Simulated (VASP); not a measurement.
# AlRu (WC type) (P-6m2) in VASP: relaxation of cell and atoms with PBE

Aim: the relaxation of cell and atoms of AlRu (WC type) with PBE.

Program: VASP 6.6.1. These are calculated values, not measurements. Logs are shortened: lines on timing, memory, paths and dates and some standing lists are left out, and cuts for length are marked.

## (1) The cell of the first run

It takes space group P-6m2 (No. 187, hexagonal). Conventional cell: a = 3.349 Å, b = 3.349 Å, c = 3.282 Å, α = 90.00°, β = 90.00°, γ = 120.00°. Within 3.3 Å of Ru (site symmetry -6m2) lie 6 Al at 2.54 Å and 2 Ru at 3.28 Å. Within 3.3 Å of Al (site symmetry -6m2) lie 6 Ru at 2.54 Å and 2 Al at 3.28 Å.

## (2) Relaxation of cell and atoms, PBE

INCAR reads:

```
SYSTEM = AlRu
ALGO = Normal
EDIFF = 1E-6
EDIFFG = -0.005
ENCUT = 600
GGA = PE
IBRION = 2
ISIF = 3
ISMEAR = -1
LASPH = .True.
LCHARG = .False.
LREAL = .False.
LWAVE = .False.
NELM = 60
NSW = 60
PREC = Accurate
SIGMA = 0.05
```

KPOINTS reads:

```
k-points
0
Gamma
  13 13 12
  0 0 0
```

POSCAR reads:

```
AlRu
1.0
    3.3488558192      0.0000000000      0.0000000000
   -1.6744279096      2.9001942130      0.0000000000
    0.0000000000      0.0000000000      3.2818787028
Ru Al
1 1
Direct
    0.0000000000      0.0000000000      0.0000000000
    0.3333333333      0.6666666667      0.5000000000
```

Potentials or basis: VASP PAW PBE potentials, release 64 (Ru_pv, Al).

On the command line:

```
$ cat potpaw_PBE.64/Ru_pv/POTCAR potpaw_PBE.64/Al/POTCAR > POTCAR
$ mpirun -np 1 vasp_std > vasp.out
```

OUTCAR:

```text
SYSTEM = AlRu
   EDIFF = 1E-6
   EDIFFG = -0.005
   ENCUT = 600
   GGA = PE
   IBRION = 2
   ISIF = 3
   ISMEAR = -1
   LASPH = .True.
   LREAL = .False.
   NELM = 60
   NSW = 60
   PREC = Accurate

 ion  position               nearest neighbor table
   1  0.000  0.000  0.000-   2 2.54   2 2.54   2 2.54   2 2.54   2 2.54   2 2.54
   2  0.333  0.667  0.500-   1 2.54   1 2.54   1 2.54   1 2.54   1 2.54   1 2.54

  LATTYP: Found a hexagonal cell.
 ALAT       =     3.3488558192
 C/A-ratio  =     0.9800000000

  Lattice vectors:

 A1 = (   3.3488558192,   0.0000000000,   0.0000000000)
 A2 = (  -1.6744279096,   2.9001942130,   0.0000000000)
 A3 = (   0.0000000000,   0.0000000000,   3.2818787028)

Analysis of symmetry for initial positions (statically):
=====================================================================
 Subroutine PRICEL returns:
 Original cell was already a primitive cell.

 Routine SETGRP: Setting up the symmetry group for a
 hexagonal supercell.

 Subroutine GETGRP returns: Found 12 space group operations
 (whereof 12 operations were pure point group operations)
 out of a pool of 24 trial point group operations.

The static configuration has the point symmetry D_3h.

Analysis of symmetry for dynamics (positions and initial velocities):
=====================================================================
 Subroutine PRICEL returns:
 Original cell was already a primitive cell.

 Routine SETGRP: Setting up the symmetry group for a
 hexagonal supercell.

 Subroutine GETGRP returns: Found 12 space group operations
 (whereof 12 operations were pure point group operations)
 out of a pool of 24 trial point group operations.

The dynamic configuration has the point symmetry D_3h.

 Subroutine INISYM returns: Found 12 space group operations
 (whereof 12 operations are pure point group operations),
 and found     1 'primitive' translations

----------------------------------------------------------------------------------------

                                     Primitive cell

  volume of cell :      31.8747

  direct lattice vectors                    reciprocal lattice vectors
     3.348855819  0.000000000  0.000000000     0.298609452  0.172402247  0.000000000
    -1.674427910  2.900194213  0.000000000     0.000000000  0.344804495  0.000000000
     0.000000000  0.000000000  3.281878703     0.000000000  0.000000000  0.304703522

  length of vectors
     3.348855819  3.348855819  3.281878703     0.344804495  0.344804495  0.304703522

  position of ions in fractional coordinates (direct lattice)
     0.000000000  0.000000000  0.000000000
     0.333333333  0.666666667  0.500000000

  ion indices of the primitive-cell ions
   primitive index   ion index
                 1           1
                 2           2

----------------------------------------------------------------------------------------

 KPOINTS: k-points

Automatic generation of k-mesh.
 Grid dimensions read from file:
 generate k-points for:   13   13   12

 Generating k-lattice:

  Cartesian coordinates                     Fractional coordinates (reciprocal lattice)
     0.022969958  0.013261711  0.000000000     0.076923077  0.000000000  0.000000000
     0.000000000  0.026523423  0.000000000     0.000000000  0.076923077  0.000000000
     0.000000000  0.000000000  0.025391960     0.000000000  0.000000000  0.083333333

  Length of vectors
     0.026523423  0.026523423  0.025391960

  Shift w.r.t. Gamma in fractional coordinates (k-lattice)
     0.000000000  0.000000000  0.000000000

 Subroutine IBZKPT returns following result:
 ===========================================

 Found    147 irreducible k-points:

 Following reciprocal coordinates:
            Coordinates               Weight
  0.000000  0.000000  0.000000      1.000000
  0.076923  0.000000  0.000000      6.000000
  0.153846 -0.000000  0.000000      6.000000
  0.230769  0.000000  0.000000      6.000000
  0.307692 -0.000000  0.000000      6.000000
  0.384615 -0.000000  0.000000      6.000000
[... 16 lines left out ...]
  0.076923  0.000000  0.083333     12.000000
  0.153846 -0.000000  0.083333     12.000000
 [... further k-points ...]
   k-points           NKPTS =    147   k-points in BZ     NKDIM =    147   number of bands    NBANDS=     12
   number of dos      NEDOS =    301   number of ions     NIONS =      2
   total plane-waves  NPLWV =  21952
   dimension x,y,z NGX =    28 NGY =   28 NGZ =   28
   dimension x,y,z NGXF=    56 NGYF=   56 NGZF=   56
   ions per type =               1   1
   NGX,Y,Z   is equivalent  to a cutoff of  13.90, 13.90, 14.18 a.u.
   NGXF,Y,Z  is equivalent  to a cutoff of  27.80, 27.80, 28.37 a.u.
 SYSTEM =  AlRu
   PREC   = accura    normal or accurate (medium, high low for compatibility)
   ISTART =      0    job   : 0-new  1-cont  2-samecut
   ICHARG =      2    charge: 1-file 2-atom 10-const
   ISPIN  =      1    spin polarized calculation?
   LNONCOLLINEAR =      F non collinear calculations
   LSORBIT =      F    spin-orbit coupling
   LASPH  =      T    aspherical Exc in radial PAW
   ENCUT  =  600.0 eV  44.10 Ry    6.64 a.u.   6.69  6.69  6.55*2*pi/ulx,y,z
   NELM   =     60;   NELMIN=  2; NELMDL= -5     # of ELM steps
   EDIFF  = 0.1E-05   stopping-criterion for ELM
   LREAL  =      F    real-space projection
   EDIFFG = -.5E-02   stopping-criterion for IOM
   NSW    =     60    number of steps for IOM
   IBRION =      2    ionic relax: 0-MD 1-quasi-New 2-CG
   NFREE  =      1    steps in history (QN), initial steepest desc. (CG)
   ISIF   =      3    stress and relaxation
   ISYM   =      2    0-nonsym 1-usesym 2-fastsym
   POTIM  = 0.5000    time-step for ionic-motion
   TEBEG  =    0.0;   TEEND  =   0.0 temperature during run
   PSTRESS=    0.0 pullay stress
   NELECT =      17.0000    total number of electrons
   NUPDOWN=      -1.0000    fix difference up-down
   EMIN   =  10.00;   EMAX   =-10.00  energy-range for DOS
   EFERMI =   0.00;   METHOD = LEGACY
   ISMEAR =    -1;   SIGMA  =   0.05  broadening in eV -4-tet -1-fermi 0-gaus
   EFERMI_NEDOS =   21; number of points for ismear=-14 and -15
   IALGO  =     38    algorithm
   IMIX   =      4    mixing-type and parameters
     AMIX     =   0.40;   BMIX     =  1.00
     AMIX_MAG =   1.60;   BMIX_MAG =  1.00
  volume/ion in A,a.u.               =      15.94       107.55
  Fermi-wavevector in a.u.,A,eV,Ry     =   1.327626  2.508850 23.981508  1.762591
  Thomas-Fermi vector in A             =   2.456924
   LORBIT       =      0    0 simple, 1 ext, 2 COOP (PROOUT), +10 PAW based schemes
   GGA     = PE    functional components
   LHFCALC =     F    Hartree Fock is set to
   AEXX    =    0.0000 exact exchange contribution
   IVDW    =     0    specifies the selected vdW correction
   LEPSILON=     F    determine dielectric tensor
   LRPA    =     F    only Hartree local field effects (RPA)
 conjugate gradient relaxation of ions
 non-spin polarized calculation
  energy-cutoff  :      600.00
  volume of cell :       31.87
 maximum number of plane-waves:      1083
 NGX is ok and might be reduce to    28
   NGX = 13   NGY = 13   NGZ = 13

--------------------------------------- Ionic step        1  -------------------------------------------

 number of electron      17.0000003 magnetization

 Free energy of the ion-electron system (eV)
  ---------------------------------------------------
  ext. energy  EPLUGINS =         0.00000000
  ---------------------------------------------------
  free energy    TOTEN  =       -13.47891532 eV

  energy without entropy =      -13.46908040  energy(sigma->0) =      -13.47399786

------------------------ aborting loop because EDIFF is reached ----------------------------------------

  FORCE on cell =-STRESS in cart. coord.  units (eV):
  Direction    XX          YY          ZZ          XY          YZ          ZX
  --------------------------------------------------------------------------------------
  -------------------------------------------------------------------------------------
  Total       -2.4904585     -2.4904585     -0.2952364      0.0000000      0.0000000      0.0000000
  in kB     -125.1825609   -125.1825609    -14.8400188      0.0000000      0.0000000      0.0000000
  external PRESSURE =     -88.4017135 kB  Pullay stress =       0.0000000 kB
[... 89 lines left out ...]
  FREE ENERGIE OF THE ION-ELECTRON SYSTEM (eV)
  ---------------------------------------------------
  free  energy   TOTEN  =       -13.5912046573 eV

  energy  without entropy=      -13.5827759875  energy(sigma->0) =      -13.58699032

 E-fermi :   9.9200     XC(G=0): -12.1772

 val. band max:        9.9115573861   @ k =   0.3077   0.1538   0.4167
 cond. band min:       9.9203262283   @ k =   0.2308   0.0769   0.3333
 fundamental gap:      0.0087688423
 Fermi energy:         9.9200178014

 k-point     1 :       0.0000    0.0000    0.0000
  band No.  band energies     occupation
      1     -32.0966      2.00000
      2     -32.0966      2.00000
      3     -32.0755      2.00000
      4       0.3324      2.00000
      5       6.0012      2.00000
      6       8.2841      2.00000
      7       8.2841      2.00000
      8       9.9244      0.95630
      9       9.9244      0.95630
     10      10.0957      0.05781
     11      16.4330      0.00000
     12      21.6334      0.00000
[... 331 lines left out ...]
 k-point    24 :       0.1538   -0.0000    0.0833
  band No.  band energies     occupation
      1     -32.1750      2.00000
      2     -32.1154      2.00000
      3     -32.0651      2.00000
      4       0.9873      2.00000
      5       6.3784      2.00000
      6       7.8796      2.00000
      7       8.1694      2.00000
      8       8.7877      2.00000
      9       9.7397      1.94709
     10      11.8856      0.00000
     11      16.6021      0.00000
     12      18.4741      0.00000

 [... further k-points ...]

[... ionic steps 4 to 7 ...]

--------------------------------------- Ionic step        8  -------------------------------------------

 number of electron      16.9999998 magnetization

------------------------ aborting loop because EDIFF is reached ----------------------------------------

  FORCE on cell =-STRESS in cart. coord.  units (eV):
  Direction    XX          YY          ZZ          XY          YZ          ZX
  --------------------------------------------------------------------------------------
  -------------------------------------------------------------------------------------
  Total        0.0099716      0.0099716     -0.0645386      0.0000000     -0.0000000      0.0000000
  in kB        0.5652701      0.5652701     -3.6585743      0.0000000     -0.0000000      0.0000000
  external PRESSURE =      -0.8426781 kB  Pullay stress =       0.0000000 kB
[... 57 lines left out ...]
  energy  without entropy=      -13.9012714333  energy(sigma->0) =      -13.90727647

--------------------------------------- Ionic step       10  -------------------------------------------

 number of electron      16.9999998 magnetization

 Free energy of the ion-electron system (eV)
  ---------------------------------------------------
  ext. energy  EPLUGINS =         0.00000000
  ---------------------------------------------------
  free energy    TOTEN  =       -13.91334424 eV

  energy without entropy =      -13.90148917  energy(sigma->0) =      -13.90741670

 E-fermi :  10.1972     XC(G=0): -12.2761

 val. band max:       10.1905038861   @ k =   0.1538   0.1538   0.3333
 cond. band min:      10.2013610036   @ k =   0.2308   0.0769   0.3333
 fundamental gap:      0.0108571175
 Fermi energy:        10.1971558658

 k-point     1 :       0.0000    0.0000    0.0000
  band No.  band energies     occupation
      1     -31.8248      2.00000
      2     -31.8248      2.00000
      3     -31.8221      2.00000
      4       0.4793      2.00000
      5       6.1632      2.00000
      6       8.5129      2.00000
      7       8.5129      2.00000
      8      10.2065      0.90638
      9      10.2065      0.90638
     10      10.3486      0.09219
     11      16.7971      0.00000
     12      21.8942      0.00000
[... 374 lines left out ...]
  FREE ENERGIE OF THE ION-ELECTRON SYSTEM (eV)
  ---------------------------------------------------
  free  energy   TOTEN  =       -13.9133442439 eV

  energy  without entropy=      -13.9014891659  energy(sigma->0) =      -13.90741670

 reached required accuracy - stopping structural energy minimisation
```

Wall time 2.5 min (1 thread of Intel Xeon 6975P-C (Granite Rapids), shared host); peak memory 0.22 GiB.

Results:

| Item | Value |
| --- | --- |
| Free energy | -13.9133 eV |
| Relaxed volume | 14.13 Å³/atom |
| Relaxed cell | a = 2.896 Å, b = 2.896 Å, c = 3.891 Å, α = 90.00°, β = 90.00°, γ = 120.00° |
| Space group after relaxing (to 0.05 Å) | P-6m2 (No. 187) |
| Energy gained by relaxing | 217.2 meV/atom |
| Ionic steps | 10 |
| Pressure after relaxing | 0.0 GPa |

Step by step:
```csv
step,energy change (eV),largest force (eV/Å),pressure (GPa),volume (Å³)
1,0.0000,0.0000,-8.84,31.87
2,-0.0879,0.0000,10.84,27.96
3,-0.1123,0.0000,3.55,29.10
4,-0.1921,0.0000,1.91,28.98
5,-0.4337,0.0000,1.28,28.08
6,-0.4333,0.0000,1.42,28.04
7,-0.4282,0.0000,-3.54,28.82
8,-0.4344,0.0000,-0.08,28.26
9,-0.4344,0.0000,-0.05,28.26
10,-0.4344,0.0000,0.02,28.26
```

Final structure:
```cif
data_structure
_symmetry_space_group_name_H-M 'P 1'
_symmetry_Int_Tables_number 1
_cell_length_a 2.8958
_cell_length_b 2.8958
_cell_length_c 3.8907
_cell_angle_alpha 90.000
_cell_angle_beta 90.000
_cell_angle_gamma 120.000
_cell_volume 28.26
loop_
_atom_site_label
_atom_site_type_symbol
_atom_site_fract_x
_atom_site_fract_y
_atom_site_fract_z
_atom_site_occupancy
Ru1 Ru 0.00000 0.00000 0.00000 1
Al1 Al 0.33333 0.66667 0.50000 1
```
